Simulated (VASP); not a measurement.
Wanted: the native input for a VASP 6.6.1 run.

| Item | Value |
| --- | --- |
| Task | single point |
| Functional | PBE |
| Potentials or basis | VASP PAW PBE potentials, release 64 (Ag, Cl) |
| Cutoff | 520 eV |
| k mesh | 6 × 6 × 6 |
| Occupations | gaussian, width 0.01 eV |
| Spin | no spin polarisation |
| Dipole correction | no |
| Further INCAR settings | ALGO = Normal; EDIFF = 1e-06; NBANDS = 16 |

The structure of AgCl (Chlorargyrite) lies in POSCAR:

```
AgCl
1.0
    0.0000000000      2.7350000000      2.7350000000
    2.7350000000      0.0000000000      2.7350000000
    2.7350000000      2.7350000000      0.0000000000
Ag Cl
1 1
Direct
    0.0000000000      0.0000000000      0.0000000000
    0.5000000000      0.5000000000      0.5000000000
```

One way to write it, as run:

INCAR

```
SYSTEM = AgCl
PREC = Accurate ; ENCUT = 520
EDIFF = 1E-6 ; ISMEAR = 0
SIGMA = 0.01 ; LREAL = .FALSE.
LASPH = .TRUE. ; NELM = 100
ALGO = Normal ; ISIF = 2
LWAVE = .FALSE. ; LCHARG = .TRUE.
GGA = PE ; LELF = .TRUE.
LVHAR = .TRUE. ; NBANDS = 16
```

KPOINTS

```
Automatic mesh
0
G
  6 6 6
  0 0 0
```

Potentials or basis: VASP PAW PBE potentials, release 64 (Ag, Cl).

Command:

```bash
$ cat potpaw_PBE.64/Ag/POTCAR potpaw_PBE.64/Cl/POTCAR > POTCAR
$ mpirun -np 1 vasp_std > vasp.out
```

Results of the run:

```yaml
Pressure: 3.8 GPa
Band_gap_on_the_k_mesh: 0.90 eV, indirect (least direct gap 3.40 eV)
```

It took 24 s on 1 thread of AMD EPYC 7R13 (shared host), peak memory 0.14 GiB.
